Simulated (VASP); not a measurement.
Here is a VASP 6.6.1 calculation.

File INCAR:

```
SYSTEM = Te
PREC = Accurate ; ENCUT = 520
EDIFF = 1E-6 ; ISMEAR = 0
SIGMA = 0.1 ; LREAL = .FALSE.
LASPH = .TRUE. ; NELM = 80
ALGO = Normal ; ISIF = 2
LWAVE = .FALSE. ; LCHARG = .TRUE.
GGA = PE ; LELF = .TRUE.
LVHAR = .TRUE. ; NBANDS = 13
```

File KPOINTS:

```
Automatic mesh
0
G
  18 18 10
  0 0 0
```

POSCAR

```
Te
1.0
    1.5829249527     -4.5304382065      0.0000000000
    1.5829249527      4.5304382065      0.0000000000
    0.0000000000      0.0000000000      5.3684032638
Te
2
Direct
    0.9346373594      0.0653626406      0.2500000000
    0.0653626406      0.9346373594      0.7500000000
```

Potentials or basis: VASP PAW PBE potentials, release 64 (Te).

Command:

```console
$ cat potpaw_PBE.64/Te/POTCAR > POTCAR
$ mpirun -np 1 vasp_std > vasp.out
```

(1) Estimate the band gap on the k mesh.

(2) Predict the pressure.

Results:

(1) zero (bands 6 and 7 overlap by 3.27 eV).

(2) 0.0 GPa.

Caveat: spin-orbit coupling is left out, which moves the levels of the heavy elements.
